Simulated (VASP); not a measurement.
# Sn: relaxation of cell and atoms with r2SCAN

Crystal: Sn.

```
Sn
1.0
     0.00000    3.30375    3.30375
     3.30375    0.00000    3.30375
     3.30375    3.30375    0.00000
Sn
2
Direct
  0.00000 0.00000 0.00000
  0.25000 0.25000 0.25000
```

```json
{"Program": "VASP 6.6.1", "Task": "relaxation of cell and atoms", "Functional": "r2SCAN", "Potentials or basis": "VASP PAW PBE potentials, release 64 (Sn_d)", "Cutoff": "600 eV", "k mesh": "12 × 12 × 12", "Occupations": "gaussian, width 0.1 eV", "Spin": "no spin polarisation", "Target pressure": "-2 GPa", "Dipole correction": "no", "Further INCAR settings": "ALGO = Normal; EDIFF = 1e-06; IBRION = 2; EDIFFG = -0.008; NSW = 70; ISIF = 3"}
```

* Relaxed volume: 37.32 Å³/atom
* Relaxed cell: a = 4.726 Å, b = 4.726 Å, c = 4.726 Å, α = 60.00°, β = 60.00°, γ = 60.00°
* Space group after relaxing (to 0.05 Å): Fd-3m (No. 227)
* Energy change on relaxing (the enthalpy is what falls): +11.0 meV/atom
* Ionic steps: 3
* Pressure after relaxing: -2.0 GPa
* Band gap on the k mesh: zero (band 14 reaches 4.68 eV, above the bottom of band 15 at 4.64 eV)

Step by step:
| step | energy change (eV) | largest force (eV/Å) | pressure (GPa) | volume (Å³) |
| --- | --- | --- | --- | --- |
| 1 | 0.0000 | 0.0000 | -0.78 | 72.12 |
| 2 | 0.0272 | 0.0000 | -2.17 | 75.03 |
| 3 | 0.0221 | 0.0000 | -2.01 | 74.63 |

Final structure:
```
Sn
1.0
     0.00000    3.34172    3.34172
     3.34172    0.00000    3.34172
     3.34172    3.34172    0.00000
Sn
2
Direct
  0.00000 0.00000 0.00000
  0.25000 0.25000 0.25000
```

Levels at points of the mesh, in eV from the Fermi level:
```tsv
k point	band 12	band 13	band 14	band 15	band 16	band 17
(0.00, 0.00, 0.00)	-0.95	0.05	0.05	0.05	2.25	2.25
(0.50, 0.00, 0.00)	-6.23	-1.09	-1.09	0.00	3.37	3.37
(0.50, 0.50, 0.00)	-7.52	-2.35	-2.35	1.04	1.04	7.62
```

Wall time 13 min on 1 thread of Intel(R) Xeon(R) Platinum 8488C (Sapphire Rapids), on a shared host, peak memory 0.32 GiB.

Caveat: the cell is relaxed towards a set pressure, so the enthalpy falls and the energy may rise; the PAW data sets were made with another functional, which shifts forces and pressure a little; spin-orbit coupling is left out, which moves the levels of the heavy elements.
